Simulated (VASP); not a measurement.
# SrAlO (P6_3/mmc) in VASP: single point with PBE

Aim: the single point of SrAlO with PBE.

Everything below comes from runs of VASP 6.6.1. Logs are shortened: lines on timing, memory, paths and dates and some standing lists are left out, and cuts for length are marked.

**1. The cell of the first run**

It takes space group P6_3/mmc (No. 194, hexagonal). Conventional cell: a = 3.602 Å, b = 3.602 Å, c = 10.748 Å, α = 90.00°, β = 90.00°, γ = 120.00°. Within 4.5 Å of Sr (site symmetry -3m) lie 6 Al at 3.40 Å and 6 O at 3.40 Å and 6 Sr at 3.60 Å. Within 2.8 Å of Al (site symmetry -6m2) lie 3 O at 2.08 Å. Within 2.8 Å of O (site symmetry -6m2) lie 3 Al at 2.08 Å.

**2. Single point, PBE**

The input, INCAR:

```
SYSTEM = SrAlO
ALGO = Normal
EDIFF = 1E-7
ENCUT = 520
GGA = PE
ISIF = 2
ISMEAR = 0
LASPH = .True.
LCHARG = .False.
LREAL = .False.
LWAVE = .False.
NBANDS = 28
NELM = 100
PREC = Accurate
SIGMA = 0.1
```

The input, KPOINTS:

```
k-points
0
Gamma
  6 6 4
  0 0 0
```

The input, POSCAR:

```
SrAlO
1.0
    3.6024604327      0.0000000024      0.0000000000
   -1.8012302184      3.1198222496      0.0000000000
    0.0000000000      0.0000000000     10.7480188968
Sr Al O
2 2 2
Direct
    0.0000000000      0.0000000000      0.5000000000
    0.0000000000      0.0000000000      0.0000000000
    0.6666666667      0.3333333333      0.7500000000
    0.3333333333      0.6666666667      0.2500000000
    0.6666666667      0.3333333333      0.2500000000
    0.3333333333      0.6666666667      0.7500000000
```

Potentials or basis: VASP PAW PBE potentials, release 64 (Sr_sv, Al, O).

Started as:

```
> cat potpaw_PBE.64/Sr_sv/POTCAR potpaw_PBE.64/Al/POTCAR potpaw_PBE.64/O/POTCAR > POTCAR
> mpirun -np 1 vasp_std > vasp.out
```

OUTCAR:

```text
SYSTEM = SrAlO
   EDIFF = 1E-7
   ENCUT = 520
   GGA = PE
   ISIF = 2
   ISMEAR = 0
   LASPH = .True.
   LREAL = .False.
   NELM = 100
   PREC = Accurate

 ion  position               nearest neighbor table
   1  0.000  0.000  0.500-   3 3.40   4 3.40   5 3.40   6 3.40   4 3.40   6 3.40   3 3.40   5 3.40
                             3 3.40   5 3.40   4 3.40   6 3.40
   2  0.000  0.000  0.000-   3 3.40   4 3.40   5 3.40   6 3.40   4 3.40   6 3.40   3 3.40   5 3.40
                             3 3.40   5 3.40   4 3.40   6 3.40
   3  0.667  0.333  0.750-   6 2.08   6 2.08   6 2.08   1 3.40   2 3.40   1 3.40   2 3.40   1 3.40
                             2 3.40
   4  0.333  0.667  0.250-   5 2.08   5 2.08   5 2.08   1 3.40   2 3.40   2 3.40   1 3.40   2 3.40
                             1 3.40
   5  0.667  0.333  0.250-   4 2.08   4 2.08   4 2.08   1 3.40   2 3.40   1 3.40   2 3.40   1 3.40
                             2 3.40
   6  0.333  0.667  0.750-   3 2.08   3 2.08   3 2.08   1 3.40   2 3.40   2 3.40   1 3.40   2 3.40
                             1 3.40

  LATTYP: Found a hexagonal cell.
 ALAT       =     3.6024604327
 C/A-ratio  =     2.9835217062

  Lattice vectors:

 A1 = (   3.6024604327,   0.0000000024,   0.0000000000)
 A2 = (  -1.8012302184,   3.1198222496,   0.0000000000)
 A3 = (   0.0000000000,   0.0000000000,  10.7480188968)

Analysis of symmetry for initial positions (statically):
=====================================================================
 Subroutine PRICEL returns:
 Original cell was already a primitive cell.

 Routine SETGRP: Setting up the symmetry group for a
 hexagonal supercell.

 Subroutine GETGRP returns: Found 24 space group operations
 (whereof 12 operations were pure point group operations)
 out of a pool of 24 trial point group operations.

The static configuration has the point symmetry D_3d.
 The point group associated with its full space group is D_6h.

Analysis of symmetry for dynamics (positions and initial velocities):
=====================================================================
 Subroutine PRICEL returns:
 Original cell was already a primitive cell.

 Routine SETGRP: Setting up the symmetry group for a
 hexagonal supercell.

 Subroutine GETGRP returns: Found 24 space group operations
 (whereof 12 operations were pure point group operations)
 out of a pool of 24 trial point group operations.

[... 104 lines left out ...]
   NELM   =    100;   NELMIN=  2; NELMDL= -5     # of ELM steps
   EDIFF  = 0.1E-06   stopping-criterion for ELM
   LREAL  =      F    real-space projection
   EDIFFG = 0.1E-05   stopping-criterion for IOM
   NSW    =      0    number of steps for IOM
   IBRION =     -1    ionic relax: 0-MD 1-quasi-New 2-CG
   NFREE  =      0    steps in history (QN), initial steepest desc. (CG)
   ISIF   =      2    stress and relaxation
   ISYM   =      2    0-nonsym 1-usesym 2-fastsym
   POTIM  = 0.5000    time-step for ionic-motion
   TEBEG  =    0.0;   TEEND  =   0.0 temperature during run
   PSTRESS=    0.0 pullay stress
   NELECT =      38.0000    total number of electrons
   NUPDOWN=      -1.0000    fix difference up-down
   EMIN   =  10.00;   EMAX   =-10.00  energy-range for DOS
   EFERMI =   0.00;   METHOD = LEGACY
   ISMEAR =     0;   SIGMA  =   0.10  broadening in eV -4-tet -1-fermi 0-gaus
   EFERMI_NEDOS =   21; number of points for ismear=-14 and -15
   IALGO  =     38    algorithm
   IMIX   =      4    mixing-type and parameters
     AMIX     =   0.40;   BMIX     =  1.00
     AMIX_MAG =   1.60;   BMIX_MAG =  1.00
  volume/ion in A,a.u.               =      20.13       135.86
  Fermi-wavevector in a.u.,A,eV,Ry     =   1.113397  2.104016 16.866513  1.239654
  Thomas-Fermi vector in A             =   2.249982
   LORBIT       =      0    0 simple, 1 ext, 2 COOP (PROOUT), +10 PAW based schemes
   GGA     = PE    functional components
   LHFCALC =     F    Hartree Fock is set to
   AEXX    =    0.0000 exact exchange contribution
   IVDW    =     0    specifies the selected vdW correction
   LEPSILON=     F    determine dielectric tensor
   LRPA    =     F    only Hartree local field effects (RPA)
 non-spin polarized calculation
 Gauss-broadening in eV      SIGMA  =   0.10
  energy-cutoff  :      520.00
  volume of cell :      120.80
 maximum number of plane-waves:      3291
 NGX is ok and might be reduce to    28
   NGX = 13   NGY = 13   NGZ = 39

 number of electron      37.9999996 magnetization

 Free energy of the ion-electron system (eV)
  ---------------------------------------------------
  ext. energy  EPLUGINS =         0.00000000
  ---------------------------------------------------
  free energy    TOTEN  =       -26.14124347 eV

  energy without entropy =      -26.11381137  energy(sigma->0) =      -26.12752742

 E-fermi :   4.6379     XC(G=0):  -9.4283

 val. band max:        4.6247014436   @ k =   0.5000   0.0000   0.2500
 cond. band min:       4.6619243683   @ k =   0.1667   0.1667   0.5000
 fundamental gap:      0.0372229248
 Fermi energy:         4.6379257285

 k-point     1 :       0.0000    0.0000    0.0000
  band No.  band energies     occupation
      1     -31.0792      2.00000
      2     -31.0788      2.00000
      3     -14.8534      2.00000
      4     -14.7524      2.00000
      5     -13.2190      2.00000
      6     -13.0819      2.00000
[... 640 lines left out ...]
     27       9.3482      0.00000
     28       9.3483      0.00000

------------------------ aborting loop because EDIFF is reached ----------------------------------------

  FORCE on cell =-STRESS in cart. coord.  units (eV):
  Direction    XX          YY          ZZ          XY          YZ          ZX
  --------------------------------------------------------------------------------------
  -------------------------------------------------------------------------------------
  Total        0.0536476      0.0536476      0.2155068      0.0000000      0.0000000      0.0000000
  in kB        0.7115465      0.7115465      2.8583408      0.0000000      0.0000000      0.0000000
  external PRESSURE =       1.4271446 kB  Pullay stress =       0.0000000 kB

 VOLUME and BASIS-vectors are now :
 -----------------------------------------------------------------------------
  energy-cutoff  :      520.00
  volume of cell :      120.80
      direct lattice vectors                 reciprocal lattice vectors
     3.602460433  0.000000002  0.000000000     0.277588059  0.160265541  0.000000000
    -1.801230218  3.119822250  0.000000000    -0.000000000  0.320531081  0.000000000
     0.000000000  0.000000000 10.748018897     0.000000000  0.000000000  0.093040402

 POSITION                                       TOTAL-FORCE (eV/Angst)
 -----------------------------------------------------------------------------------
      0.00000      0.00000      5.37401        -0.000000     -0.000000      0.000000
      0.00000      0.00000      0.00000        -0.000000     -0.000000      0.000000
      1.80123      1.03994      8.06101        -0.000000      0.000000      0.000000
     -0.00000      2.07988      2.68700         0.000000     -0.000000      0.000000
      1.80123      1.03994      2.68700         0.000000     -0.000000      0.000000
     -0.00000      2.07988      8.06101        -0.000000      0.000000     -0.000000
 -----------------------------------------------------------------------------------
    total drift:                               -0.000000      0.000000      0.000000

  FREE ENERGIE OF THE ION-ELECTRON SYSTEM (eV)
  ---------------------------------------------------
  free  energy   TOTEN  =       -26.1412434747 eV

  energy  without entropy=      -26.1138113669  energy(sigma->0) =      -26.12752742
```

OSZICAR:

```text
N       E                     dE             d eps       ncg     rms          rms(c)
DAV:   1     0.197332995108E+03    0.19733E+03   -0.18269E+04  1176   0.124E+03
DAV:   2    -0.116891511044E+02   -0.20902E+03   -0.20290E+03  1480   0.257E+02
DAV:   3    -0.284695671321E+02   -0.16780E+02   -0.16589E+02  1752   0.639E+01
DAV:   4    -0.289886308685E+02   -0.51906E+00   -0.51799E+00  1720   0.928E+00
DAV:   5    -0.289992487146E+02   -0.10618E-01   -0.10615E-01  1584   0.124E+00    0.217E+01
DAV:   6    -0.268034683181E+02    0.21958E+01   -0.22519E+01  1328   0.196E+01    0.168E+01
DAV:   7    -0.261732085451E+02    0.63026E+00   -0.41743E+00  1552   0.982E+00    0.940E+00
DAV:   8    -0.261417407802E+02    0.31468E-01   -0.36358E-01  1320   0.358E+00    0.830E-01
DAV:   9    -0.261407673298E+02    0.97345E-03   -0.33213E-02  1652   0.760E-01    0.455E-01
DAV:  10    -0.261411011660E+02   -0.33384E-03   -0.20059E-03  1648   0.194E-01    0.214E-01
DAV:  11    -0.261412230211E+02   -0.12186E-03   -0.29267E-04  1436   0.847E-02    0.500E-02
DAV:  12    -0.261412416905E+02   -0.18669E-04   -0.28365E-05  1416   0.293E-02    0.785E-03
DAV:  13    -0.261412443962E+02   -0.27057E-05   -0.78521E-06  1532   0.151E-02    0.517E-03
DAV:  14    -0.261412438039E+02    0.59237E-06   -0.96021E-07  1528   0.437E-03    0.200E-03
DAV:  15    -0.261412435699E+02    0.23398E-06   -0.70331E-08   804   0.136E-03    0.635E-04
DAV:  16    -0.261412434747E+02    0.95225E-07   -0.18080E-08   800   0.705E-04
   1 F= -.26141243E+02 E0= -.26127527E+02  d E =-.274321E-01
```

stdout:

```text
POSCAR found type information on POSCAR SrAlO
 POSCAR found :  3 types and       6 ions
 scaLAPACK will be used
 LDA part: xc-table for (Slater+PW92), standard interpolation
 POSCAR, INCAR and KPOINTS ok, starting setup
 FFT: planning ... GRIDC
 FFT: planning ... GRID_SOFT
 FFT: planning ... GRID
 WAVECAR not read
 entering main loop
```

Wall time 60 s (1 thread of Intel Xeon Platinum 8488C (Sapphire Rapids), shared host); peak memory 0.27 GiB.

What came out:

```yaml
Free_energy: -26.1412 eV
Pressure: 0.1 GPa
Band_gap_on_the_k_mesh: zero (band 19 reaches 4.94 eV, above the bottom of band 20 at 3.90 eV)
```

Stress tensor (GPa, compression positive):
```
0.07 0.00 0.00
0.00 0.07 0.00
0.00 0.00 0.29
```

Levels at points of the mesh, in eV from the Fermi level:
```
           k point  band 17  band 18  band 19  band 20  band 21  band 22
(0.00, 0.00, 0.00)    -4.12    -2.77    -1.12    -0.48     2.15     2.44
(0.50, 0.00, 0.00)    -1.24    -1.09    -0.05     0.12     0.88     1.64
(0.00, 0.00, 0.50)    -3.40    -3.40    -0.73    -0.73     2.25     2.25
(0.50, 0.00, 0.50)    -1.06    -1.06    -0.15    -0.15     1.28     1.28
```
